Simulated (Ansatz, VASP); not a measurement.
## KI: VASP beside Ansatz

```
CELL_PARAMETERS angstrom
4.29094 0.00000 0.00000
0.00000 4.29094 0.00000
0.00000 0.00000 4.29094
ATOMIC_POSITIONS crystal
K 0.00000 0.00000 0.00000
I 0.50000 0.50000 0.50000
```

Alike in both runs: task single point; functional PBE; k mesh 4 × 4 × 4; no spin polarisation.

|  | VASP | Ansatz |
| --- | --- | --- |
| version | VASP 6.6.1 | Ansatz 0.2.0 |
| potentials or method | VASP PAW PBE potentials, release 64 (K_sv, I) | plane waves, PAW |
| plane-wave cutoff (eV) | 520 | 420 |
| occupations | gaussian, width 0.01 eV | fixed |
| valence electrons in the cell | 16 | 26 |

|  | VASP | Ansatz | Ansatz less VASP |
| --- | --- | --- | --- |
| gap on the k mesh at the Fermi level (eV) | 3.33 | 3.33 | +0.004 |
| pressure (GPa) | 0.6 | 0.5 | -0.03 |

VASP's potentials hold 16 valence electrons a cell and Ansatz's 26, so a difference there can come from the potentials and not from the codes.

Neither program's run includes spin-orbit coupling.
